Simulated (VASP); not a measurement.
# LiH (P6_3/mmc) in VASP: settings compared, part 2 of 2

VASP 6.6.1.

## (4) Single point, LDA

INCAR reads:

```
SYSTEM = LiH
PREC = Accurate
ENCUT = 520
EDIFF = 1E-7
ISMEAR = 0
SIGMA = 0.01
LREAL = .False.
LASPH = .True.
NELM = 80
ALGO = Normal
ISIF = 2
LWAVE = .False.
LCHARG = .False.
NBANDS = 12
```

KPOINTS reads:

```
Automatic mesh
0
Gamma
  6 6 4
  0 0 0
```

POSCAR reads:

```
LiH
1.0
    3.2548234050      0.0000000000      0.0000000000
   -1.6274117025      2.8187597536      0.0000000000
    0.0000000000      0.0000000000      4.0690682714
Li H
2 2
Direct
    0.3333333333      0.6666666667      0.2500000000
    0.6666666667      0.3333333333      0.7500000000
    0.6666666667      0.3333333333      0.2500000000
    0.3333333333      0.6666666667      0.7500000000
```

Potentials or basis: VASP PAW LDA potentials, release 64 (Li_sv, H).

Launch:

```console
$ cat potpaw_LDA.64/Li_sv/POTCAR potpaw_LDA.64/H/POTCAR > POTCAR
$ mpirun -np 1 vasp_std > vasp.out
```

OUTCAR:

```text
SYSTEM = LiH
   PREC = Accurate
   ENCUT = 520
   EDIFF = 1E-7
   ISMEAR = 0
   LREAL = .False.
   LASPH = .True.
   NELM = 80
   ISIF = 2

 ion  position               nearest neighbor table
   1  0.333  0.667  0.250-
   2  0.667  0.333  0.750-
   3  0.667  0.333  0.250-
   4  0.333  0.667  0.750-

  LATTYP: Found a hexagonal cell.
 ALAT       =     3.2548234050
 C/A-ratio  =     1.2501656050

  Lattice vectors:

 A1 = (   3.2548234050,   0.0000000000,   0.0000000000)
 A2 = (  -1.6274117025,   2.8187597536,   0.0000000000)
 A3 = (   0.0000000000,   0.0000000000,   4.0690682714)

Analysis of symmetry for initial positions (statically):
=====================================================================
 Subroutine PRICEL returns:
 Original cell was already a primitive cell.

 Routine SETGRP: Setting up the symmetry group for a
 hexagonal supercell.

 Subroutine GETGRP returns: Found 24 space group operations
 (whereof 12 operations were pure point group operations)
 out of a pool of 24 trial point group operations.

The static configuration has the point symmetry D_3d.
 The point group associated with its full space group is D_6h.

Analysis of symmetry for dynamics (positions and initial velocities):
=====================================================================
 Subroutine PRICEL returns:
 Original cell was already a primitive cell.

 Routine SETGRP: Setting up the symmetry group for a
 hexagonal supercell.

 Subroutine GETGRP returns: Found 24 space group operations
 (whereof 12 operations were pure point group operations)
 out of a pool of 24 trial point group operations.

The dynamic configuration has the point symmetry D_3d.
 The point group associated with its full space group is D_6h.

 Subroutine INISYM returns: Found 24 space group operations
 (whereof 12 operations are pure point group operations),
 and found     1 'primitive' translations

----------------------------------------------------------------------------------------

                                     Primitive cell

  volume of cell :      37.3319

  direct lattice vectors                    reciprocal lattice vectors
     3.254823405  0.000000000  0.000000000     0.307236331  0.177382978  0.000000000
    -1.627411702  2.818759754  0.000000000     0.000000000  0.354765956  0.000000000
     0.000000000  0.000000000  4.069068271     0.000000000  0.000000000  0.245756506

  length of vectors
     3.254823405  3.254823405  4.069068271     0.354765956  0.354765956  0.245756506

  position of ions in fractional coordinates (direct lattice)
     0.333333333  0.666666667  0.250000000
     0.666666667  0.333333333  0.750000000
     0.666666667  0.333333333  0.250000000
     0.333333333  0.666666667  0.750000000

  ion indices of the primitive-cell ions
   primitive index   ion index
                 1           1
                 2           2
                 3           3
                 4           4

[... 32 lines left out ...]
  0.166667  0.166667  0.000000      6.000000
  0.333333  0.166667  0.000000     12.000000
[... 13 lines left out ...]
  0.333333  0.166667  0.500000     12.000000
  0.333333  0.333333  0.500000      2.000000
   k-points           NKPTS =     21   k-points in BZ     NKDIM =     21   number of bands    NBANDS=     12
   number of dos      NEDOS =    301   number of ions     NIONS =      4
   total plane-waves  NPLWV =  17280
   dimension x,y,z NGX =    24 NGY =   24 NGZ =   30
   dimension x,y,z NGXF=    48 NGYF=   48 NGZF=   60
   ions per type =               2   2
   NGX,Y,Z   is equivalent  to a cutoff of  12.26, 12.26, 12.26 a.u.
   NGXF,Y,Z  is equivalent  to a cutoff of  24.52, 24.52, 24.51 a.u.
 SYSTEM =  LiH
   PREC   = accura    normal or accurate (medium, high low for compatibility)
   ISTART =      0    job   : 0-new  1-cont  2-samecut
   ICHARG =      2    charge: 1-file 2-atom 10-const
   ISPIN  =      1    spin polarized calculation?
   LNONCOLLINEAR =      F non collinear calculations
   LSORBIT =      F    spin-orbit coupling
   LASPH  =      T    aspherical Exc in radial PAW
   ENCUT  =  520.0 eV  38.22 Ry    6.18 a.u.   6.05  6.05  7.57*2*pi/ulx,y,z
   NELM   =     80;   NELMIN=  2; NELMDL= -5     # of ELM steps
   EDIFF  = 0.1E-06   stopping-criterion for ELM
   LREAL  =      F    real-space projection
   EDIFFG = 0.1E-05   stopping-criterion for IOM
   NSW    =      0    number of steps for IOM
   IBRION =     -1    ionic relax: 0-MD 1-quasi-New 2-CG
   NFREE  =      0    steps in history (QN), initial steepest desc. (CG)
   ISIF   =      2    stress and relaxation
   ISYM   =      2    0-nonsym 1-usesym 2-fastsym
   POTIM  = 0.5000    time-step for ionic-motion
   TEBEG  =    0.0;   TEEND  =   0.0 temperature during run
   PSTRESS=    0.0 pullay stress
   NELECT =       8.0000    total number of electrons
   NUPDOWN=      -1.0000    fix difference up-down
   EMIN   =  10.00;   EMAX   =-10.00  energy-range for DOS
   EFERMI =   0.00;   METHOD = LEGACY
   ISMEAR =     0;   SIGMA  =   0.01  broadening in eV -4-tet -1-fermi 0-gaus
   EFERMI_NEDOS =   21; number of points for ismear=-14 and -15
   IALGO  =     38    algorithm
   IMIX   =      4    mixing-type and parameters
     AMIX     =   0.40;   BMIX     =  1.00
     AMIX_MAG =   1.60;   BMIX_MAG =  1.00
  volume/ion in A,a.u.               =       9.33        62.98
  Fermi-wavevector in a.u.,A,eV,Ry     =   0.979666  1.851300 13.058128  0.959745
  Thomas-Fermi vector in A             =   2.110537
   LORBIT       =      0    0 simple, 1 ext, 2 COOP (PROOUT), +10 PAW based schemes
   GGA     = CA    functional components
   LHFCALC =     F    Hartree Fock is set to
   AEXX    =    0.0000 exact exchange contribution
   IVDW    =     0    specifies the selected vdW correction
   LEPSILON=     F    determine dielectric tensor
   LRPA    =     F    only Hartree local field effects (RPA)
 non-spin polarized calculation
 Gauss-broadening in eV      SIGMA  =   0.01
  energy-cutoff  :      520.00
  volume of cell :       37.33
 maximum number of plane-waves:      1038
   NGX = 13   NGY = 13   NGZ = 15

 number of electron       8.0000006 magnetization

 Free energy of the ion-electron system (eV)
  ---------------------------------------------------
  ext. energy  EPLUGINS =         0.00000000
  ---------------------------------------------------
  free energy    TOTEN  =       -12.81120035 eV

  energy without entropy =      -12.81120035  energy(sigma->0) =      -12.81120035

 E-fermi :  -0.0275     XC(G=0):  -8.2072

 val. band max:       -0.0692194621   @ k =   0.0000   0.0000   0.0000
 cond. band min:       1.3766304471   @ k =   0.3333   0.3333   0.0000
 fundamental gap:      1.4458499092
 Fermi energy:        -0.0275302226

 k-point     1 :       0.0000    0.0000    0.0000
  band No.  band energies     occupation
      1     -43.8898      2.00000
      2     -43.8251      2.00000
      3      -5.4409      2.00000
      4      -0.0692      2.00000
      5       2.6011      0.00000
      6      10.1806      0.00000
      7      10.1806      0.00000
      8      11.1923      0.00000
      9      12.8689      0.00000
     10      12.8689      0.00000
     11      14.7214      0.00000
     12      17.1988      0.00000
[... 286 lines left out ...]
 k-point    21 :       0.3333    0.3333    0.5000
  band No.  band energies     occupation
      1     -43.8480      2.00000
      2     -43.8480      2.00000
      3      -2.3321      2.00000
      4      -2.3321      2.00000
      5       3.6130      0.00000
      6       3.6130      0.00000
      7       6.6826      0.00000
      8       6.6826      0.00000
      9      14.5882      0.00000
     10      14.5882      0.00000
     11      17.1498      0.00000
     12      17.1498      0.00000

------------------------ aborting loop because EDIFF is reached ----------------------------------------

  FORCE on cell =-STRESS in cart. coord.  units (eV):
  Direction    XX          YY          ZZ          XY          YZ          ZX
  --------------------------------------------------------------------------------------
  -------------------------------------------------------------------------------------
  Total       -0.5188447     -0.5188447     -0.5611101      0.0000000      0.0000000      0.0000000
  in kB      -22.2672953    -22.2672953    -24.0812026      0.0000000      0.0000000      0.0000000
  external PRESSURE =     -22.8719310 kB  Pullay stress =       0.0000000 kB

 VOLUME and BASIS-vectors are now :
 -----------------------------------------------------------------------------
  energy-cutoff  :      520.00
  volume of cell :       37.33
      direct lattice vectors                 reciprocal lattice vectors
     3.254823405  0.000000000  0.000000000     0.307236331  0.177382978  0.000000000
    -1.627411702  2.818759754  0.000000000     0.000000000  0.354765956  0.000000000
     0.000000000  0.000000000  4.069068271     0.000000000  0.000000000  0.245756506

 POSITION                                       TOTAL-FORCE (eV/Angst)
 -----------------------------------------------------------------------------------
     -0.00000      1.87917      1.01727         0.000000     -0.000000      0.000000
      1.62741      0.93959      3.05180        -0.000000      0.000000      0.000000
      1.62741      0.93959      1.01727         0.000000      0.000000      0.000000
     -0.00000      1.87917      3.05180        -0.000000     -0.000000      0.000000
 -----------------------------------------------------------------------------------
    total drift:                               -0.000000      0.000000      0.000000

  FREE ENERGIE OF THE ION-ELECTRON SYSTEM (eV)
  ---------------------------------------------------
  free  energy   TOTEN  =       -12.8112003481 eV

  energy  without entropy=      -12.8112003481  energy(sigma->0) =      -12.81120035
```

Wall time 14 s (1 thread of Intel Xeon 8259CL, shared host); peak memory 0.13 GiB.

What came out:

| Item | Value |
| --- | --- |
| Free energy | -12.8112 eV |
| Band gap on the k mesh | 1.45 eV (least direct gap 2.67 eV) |

Caveat: the cutoff is under 1.25 times the usual one of these potentials, so pressure, stress and relaxed cells hold a basis-set (Pulay) error.

## (5) Single point, PBE

INCAR reads:

```
SYSTEM = LiH
PREC = Accurate
ENCUT = 520
EDIFF = 1E-6
ISMEAR = 0
SIGMA = 0.01
LREAL = .FALSE.
LASPH = .TRUE.
NELM = 60
ALGO = Normal
ISIF = 2
LWAVE = .FALSE.
LCHARG = .FALSE.
GGA = PE
NBANDS = 12
```

KPOINTS reads:

```
regular mesh
0
G
  6 6 6
  0 0 0
```

POSCAR is that of step 4.

Potentials or basis: VASP PAW PBE potentials, release 64 (Li_sv, H).

Launch:

```console
$ cat potpaw_PBE.64/Li_sv/POTCAR potpaw_PBE.64/H/POTCAR > POTCAR
$ mpirun -np 1 vasp_std > vasp.out
```

Wall time 21 s (1 thread of Intel Xeon 8259CL, shared host); peak memory 0.14 GiB.

The run converged. Its results:

```yaml
Free_energy: -12.1624 eV
Band_gap_on_the_k_mesh: 1.83 eV (least direct gap 3.07 eV)
```

Levels at points of the mesh, in eV from the valence-band top:
```
           k point  band 2  band 3  band 4  band 5  band 6  band 7
(0.00, 0.00, 0.00)  -44.57   -5.23    0.00    3.07   10.69   10.69
(0.50, 0.00, 0.00)  -44.58   -2.80   -2.06    4.48    6.77    7.31
(0.00, 0.00, 0.50)  -44.59   -3.72   -3.72    9.55    9.55   12.71
(0.50, 0.00, 0.50)  -44.59   -2.42   -2.42    4.29    4.29    9.49
```

Caveat: the cutoff is under 1.25 times the usual one of these potentials, so pressure, stress and relaxed cells hold a basis-set (Pulay) error. A k mesh can miss the band edges.

## (6) Summary

```tsv
level	potentials or basis	k mesh	gap on the mesh (eV)
PBE	VASP PAW PBE potentials, release 64 (Li_sv, H)	6 × 6 × 4	1.83
LDA	VASP PAW LDA potentials, release 64 (Li_sv, H)	6 × 6 × 4	1.45
PBE	VASP PAW PBE potentials, release 64 (Li_sv, H)	6 × 6 × 6	1.83
```

Alike in all rows: task single point; no spin polarisation; cell as given; cutoff (eV) 520; smearing gaussian 0.01 eV.

Caveats: the cutoff is under 1.25 times the usual one of these potentials, so pressure, stress and relaxed cells hold a basis-set (Pulay) error.

Total energies depend on the potentials used, so only differences within one code and one set of settings carry meaning.
